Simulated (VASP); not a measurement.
Wanted: the native input for a VASP 6.6.1 run.

- Task: single point
- Functional: PBE
- Potentials or basis: VASP PAW PBE potentials, release 64 (As, Bi_d)
- Cutoff: 520 eV
- k mesh: 13 × 13 × 13
- Occupations: fermi-dirac, width 0.05 eV
- Spin: no spin polarisation
- Dipole correction: no
- Further INCAR settings: ALGO = Normal; EDIFF = 1e-07; NBANDS = 17

The structure of BiAs (CsCl type) lies in POSCAR:

```
BiAs
1.0
    3.6192804749      0.0000000000      0.0000000000
    0.0000000000      3.6192804749      0.0000000000
    0.0000000000      0.0000000000      3.6192804749
As Bi
1 1
Direct
    0.0000000000      0.0000000000      0.0000000000
    0.5000000000      0.5000000000      0.5000000000
```

This cell differs from its parent crystal: volume scaled by 0.9405.

These files were run (other wordings do the same):

INCAR

```
SYSTEM = BiAs
ALGO = Normal
EDIFF = 1E-7
ENCUT = 520
GGA = PE
ISIF = 2
ISMEAR = -1
LASPH = .TRUE.
LCHARG = .TRUE.
LELF = .TRUE.
LREAL = .FALSE.
LVHAR = .TRUE.
LWAVE = .FALSE.
NBANDS = 17
NELM = 60
PREC = Accurate
SIGMA = 0.05
```

KPOINTS

```
k-points
0
G
  13 13 13
  0 0 0
```

Potentials or basis: VASP PAW PBE potentials, release 64 (As, Bi_d).

Launch:

```bash
$ cat potpaw_PBE.64/As/POTCAR potpaw_PBE.64/Bi_d/POTCAR > POTCAR
$ mpirun -np 1 vasp_std > vasp.out
```

It gave:

```yaml
Pressure: 4.6 GPa
Band_gap_on_the_k_mesh: zero (band 10 reaches 8.80 eV, above the bottom of band 11 at 5.72 eV)
```

Caveat: spin-orbit coupling is left out, which moves the levels of the heavy elements.

Wall time 49 s on 1 thread of Intel Xeon 6975P-C (shared host), peak memory 0.21 GiB.
